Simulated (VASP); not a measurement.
# NbP (P-6m2) in VASP: vibrations by perturbation theory with PBE

Aim: the vibrations by perturbation theory of NbP with PBE.

Everything below comes from runs of VASP 6.6.1. Logs are shortened: lines on timing, memory, paths and dates and some standing lists are left out, and cuts for length are marked.

## (1) The cell of the first run

Symmetry: P-6m2, No. 187, hexagonal system. Conventional cell: a = 3.336 Å, b = 3.336 Å, c = 3.333 Å, α = 90.00°, β = 90.00°, γ = 120.00°. Within 3.4 Å of Nb (site symmetry -6m2) lie 6 P at 2.55 Å and 8 Nb at 3.33 to 3.34 Å. Within 3.4 Å of P (site symmetry -6m2) lie 6 Nb at 2.55 Å and 8 P at 3.33 to 3.34 Å.

## (2) Vibrations by perturbation theory, PBE

File INCAR:

```
SYSTEM = NbP
PREC = Accurate
ENCUT = 520
EDIFF = 1E-8
ISMEAR = -1
SIGMA = 0.15
LREAL = .FALSE.
LASPH = .TRUE.
NELM = 60
ALGO = Normal
ISIF = 2
LWAVE = .FALSE.
LCHARG = .TRUE.
GGA = PE
IBRION = 8
NSW = 1
```

File KPOINTS:

```
regular mesh
0
G
  18 18 16
  0 0 0
```

File POSCAR:

```
NbP
1.0
    3.3363010264      0.0000000000      0.0000000000
   -1.6681505132      2.8893214435      0.0000000000
    0.0000000000      0.0000000000      3.3327466537
Nb P
1 1
Direct
    0.0000000000      0.0000000000      0.5000000000
    0.6666666667      0.3333333333      0.0000000000
```

Potentials or basis: VASP PAW PBE potentials, release 64 (Nb_sv, P).

Launch:

```console
> cat potpaw_PBE.64/Nb_sv/POTCAR potpaw_PBE.64/P/POTCAR > POTCAR
> mpirun -np 1 vasp_std > vasp.out
```

OUTCAR:

```text
SYSTEM = NbP
   PREC = Accurate
   ENCUT = 520
   EDIFF = 1E-8
   ISMEAR = -1
   LREAL = .FALSE.
   LASPH = .TRUE.
   NELM = 60
   ISIF = 2
   GGA = PE
   IBRION = 8
   NSW = 1

 ion  position               nearest neighbor table
   1  0.000  0.000  0.500-   2 2.55   2 2.55   2 2.55   2 2.55   2 2.55   2 2.55
   2  0.667  0.333  0.000-   1 2.55   1 2.55   1 2.55   1 2.55   1 2.55   1 2.55

  LATTYP: Found a hexagonal cell.
 ALAT       =     3.3363010264
 C/A-ratio  =     0.9989346367

  Lattice vectors:

 A1 = (   3.3363010264,   0.0000000000,   0.0000000000)
 A2 = (  -1.6681505132,   2.8893214435,   0.0000000000)
 A3 = (   0.0000000000,   0.0000000000,   3.3327466537)

Analysis of symmetry for initial positions (statically):
=====================================================================
 Subroutine PRICEL returns:
 Original cell was already a primitive cell.

 Routine SETGRP: Setting up the symmetry group for a
 hexagonal supercell.

 Subroutine GETGRP returns: Found 12 space group operations
 (whereof 12 operations were pure point group operations)
 out of a pool of 24 trial point group operations.

The static configuration has the point symmetry D_3h.

Analysis of symmetry for dynamics (positions and initial velocities):
=====================================================================
 Subroutine PRICEL returns:
 Original cell was already a primitive cell.

 Routine SETGRP: Setting up the symmetry group for a
 hexagonal supercell.

 Subroutine GETGRP returns: Found 12 space group operations
 (whereof 12 operations were pure point group operations)
 out of a pool of 24 trial point group operations.

The dynamic configuration has the point symmetry D_3h.

 Subroutine INISYM returns: Found 12 space group operations
 (whereof 12 operations are pure point group operations),
 and found     1 'primitive' translations

----------------------------------------------------------------------------------------

                                     Primitive cell

  volume of cell :      32.1265

  direct lattice vectors                    reciprocal lattice vectors
     3.336301026  0.000000000  0.000000000     0.299733145  0.173051012  0.000000000
    -1.668150513  2.889321444  0.000000000     0.000000000  0.346102024  0.000000000
     0.000000000  0.000000000  3.332746654     0.000000000  0.000000000  0.300052810

  length of vectors
     3.336301026  3.336301026  3.332746654     0.346102024  0.346102024  0.300052810

  position of ions in fractional coordinates (direct lattice)
     0.000000000  0.000000000  0.500000000
     0.666666667  0.333333333  0.000000000

  ion indices of the primitive-cell ions
   primitive index   ion index
                 1           1
                 2           2

----------------------------------------------------------------------------------------

 KPOINTS: regular mesh

Automatic generation of k-mesh.
 Grid dimensions read from file:
 generate k-points for:   18   18   16

 Generating k-lattice:

  Cartesian coordinates                     Fractional coordinates (reciprocal lattice)
     0.016651841  0.009613945  0.000000000     0.055555556  0.000000000  0.000000000
     0.000000000  0.019227890  0.000000000     0.000000000  0.055555556  0.000000000
     0.000000000  0.000000000  0.018753301     0.000000000  0.000000000  0.062500000

  Length of vectors
     0.019227890  0.019227890  0.018753301

  Shift w.r.t. Gamma in fractional coordinates (k-lattice)
[... 84 lines left out ...]
  energy-cutoff  :      520.00
  volume of cell :       32.13
 maximum number of plane-waves:       889
 NGX is ok and might be reduce to    28
   NGX = 13   NGY = 13   NGZ = 13

--------------------------------------- Ionic step        1  -------------------------------------------

 number of electron      17.9999999 magnetization

 Free energy of the ion-electron system (eV)
  ---------------------------------------------------
  ext. energy  EPLUGINS =         0.00000000
  ---------------------------------------------------
  free energy    TOTEN  =       -17.65829111 eV

  energy without entropy =      -17.60801619  energy(sigma->0) =      -17.63315365

 E-fermi :  10.4999     XC(G=0): -11.9973

 val. band max:       10.4971357195   @ k =   0.2778   0.2222   0.0000
 cond. band min:      10.5432392794   @ k =   0.2778   0.2778   0.0000
 fundamental gap:      0.0461035599
 Fermi energy:        10.4998715653

 k-point     1 :       0.0000    0.0000    0.0000
  band No.  band energies     occupation
      1     -44.3540      2.00000
      2     -20.3944      2.00000
      3     -20.2569      2.00000
      4     -20.2569      2.00000
      5      -2.1116      2.00000
      6       7.7239      2.00000
      7       8.3771      2.00000
      8       8.3771      2.00000
      9      10.1943      1.76923
     10      12.2234      0.00002
     11      12.2234      0.00002
     12      15.0915      0.00000
     13      15.0915      0.00000
[... 354 lines left out ...]
  band No.  band energies     occupation
      1     -44.3188      2.00000
      2     -20.6043      2.00000
      3     -20.3660      2.00000
      4     -20.3423      2.00000
      5       0.1973      2.00000
      6       4.7532      2.00000
      7       7.6993      2.00000
      8       7.8243      2.00000
      9      10.1267      1.84656
     10      11.1646      0.02351
     11      12.9684      0.00000
     12      13.9139      0.00000
     13      16.0982      0.00000

 [... further k-points ...]

------------------------ aborting loop because EDIFF is reached ----------------------------------------

  FORCE on cell =-STRESS in cart. coord.  units (eV):
  Direction    XX          YY          ZZ          XY          YZ          ZX
  --------------------------------------------------------------------------------------
  -------------------------------------------------------------------------------------
  Total       -0.0705430     -0.0705430     -0.0870654     -0.0000000      0.0000000      0.0000000
  in kB       -3.5180413     -3.5180413     -4.3420283     -0.0000000      0.0000000      0.0000000
  external PRESSURE =      -3.7927036 kB  Pullay stress =       0.0000000 kB

 VOLUME and BASIS-vectors are now :
 -----------------------------------------------------------------------------
  energy-cutoff  :      520.00
  volume of cell :       32.13
      direct lattice vectors                 reciprocal lattice vectors
     3.336301026  0.000000000  0.000000000     0.299733145  0.173051012  0.000000000
    -1.668150513  2.889321444  0.000000000     0.000000000  0.346102024  0.000000000
     0.000000000  0.000000000  3.332746654     0.000000000  0.000000000  0.300052810

 POSITION                                       TOTAL-FORCE (eV/Angst)
 -----------------------------------------------------------------------------------
      0.00000      0.00000      1.66637        -0.000000      0.000000      0.000000
      1.66815      0.96311      0.00000         0.000000      0.000000      0.000000
 -----------------------------------------------------------------------------------
    total drift:                                0.000000     -0.000000     -0.000000

  FREE ENERGIE OF THE ION-ELECTRON SYSTEM (eV)
  ---------------------------------------------------
  free  energy   TOTEN  =       -17.6582911074 eV

  energy  without entropy=      -17.6080161902  energy(sigma->0) =      -17.63315365

[... ionic steps 2 to 3 ...]

--------------------------------------- Ionic step        4  -------------------------------------------

------------------------ aborting loop because EDIFF is reached ----------------------------------------
[... 11 lines left out ...]
[... ionic steps 8 to 8 ...]

--------------------------------------- Ionic step        9  -------------------------------------------

 Free energy of the ion-electron system (eV)
  ---------------------------------------------------
  ---------------------------------------------------
  free energy    TOTEN  =        -0.05155925 eV

  energy without entropy =       -0.05155922

------------------------ aborting loop because EDIFF is reached ----------------------------------------

 INTERNAL STRAIN TENSOR  FOR ION    2  DIRECTION 3   (eV/Angst):
 -----------------------------------------------------------------------------
     0.02431  0.00000  0.00000
     0.00000  0.02431 -0.00000
     0.00000  0.00000 -0.02586

 INTERNAL STRAIN TENSOR FOR ION    2 for displacements in x,y,z  (eV/Angst):
          X           Y           Z          XY          YZ          ZX
  --------------------------------------------------------------------------------
  x     0.00000     0.00000     0.00000    -6.99056     0.00000     0.00000
  y    -6.99056     6.99056     0.00000     0.00000     0.00000     0.00000
  z     0.00000     0.00000     0.00000     0.00000     0.00000     0.00000

 SECOND DERIVATIVES (NOT SYMMETRIZED)
 ------------------------------------
               1X          1Y          1Z          2X          2Y          2Z
  1X   -11.064872    0.000000    0.000000   11.064872    0.000000    0.000000
  1Y     0.000000  -11.064872    0.000000    0.000000   11.064872    0.000000
  1Z     0.000000    0.000000   -8.990058    0.000000    0.000000    8.990058
  2X    11.071065    0.000000    0.000000  -11.071065    0.000000    0.000000
  2Y     0.000000   11.071065    0.000000    0.000000  -11.071065    0.000000
  2Z     0.000000   -0.000000    8.968003    0.000000    0.000000   -8.968003

 Eigenvectors and eigenvalues of the dynamical matrix
 ----------------------------------------------------

   1 f  =   10.791773 THz    67.806708 2PiTHz  359.974789 cm-1    44.631166 meV
             X         Y         Z           dx          dy          dz
      0.000000  0.000000  1.666373    -0.499919    0.000001   -0.000000
      1.668151  0.963107  0.000000     0.866072   -0.000002    0.000000
[... 21 lines left out ...]
   6 f/i=    0.005171 THz     0.032488 2PiTHz    0.172476 cm-1     0.021384 meV
             X         Y         Z           dx          dy          dz
      0.000000  0.000000  1.666373     0.000000    0.000000   -0.865745
      1.668151  0.963107  0.000000     0.000000    0.000000   -0.500485

--------------------------------------------------------------------------------------------------------

 ELASTIC MODULI CONTR FROM IONIC RELAXATION (kBar)
 Direction    XX          YY          ZZ          XY          YZ          ZX
 --------------------------------------------------------------------------------
 XX        -256.4420    256.4420      0.0000      0.0000      0.0000      0.0000
 YY         256.4420   -256.4420      0.0000     -0.0000      0.0000      0.0000
 ZZ           0.0000      0.0000      0.0000      0.0000      0.0000      0.0000
 XY           0.0000     -0.0000      0.0000   -256.4420      0.0000      0.0000
 YZ           0.0000      0.0000      0.0000      0.0000      0.0000      0.0000
 ZX           0.0000      0.0000      0.0000      0.0000      0.0000      0.0000
 --------------------------------------------------------------------------------
```

Run time: 35 min. Hardware: 1 thread of Intel Xeon 6975P-C (Granite Rapids), shared host; peak memory 1.3 GiB.

Results:

```yaml
Highest_phonon_frequency_at_Γ: 360 cm⁻¹
```

Phonon frequencies in cm⁻¹ (negative: imaginary):
```csv
q point,frequencies
"(0.000, 0.000, 0.000)",0 0 0 324 360 360
```
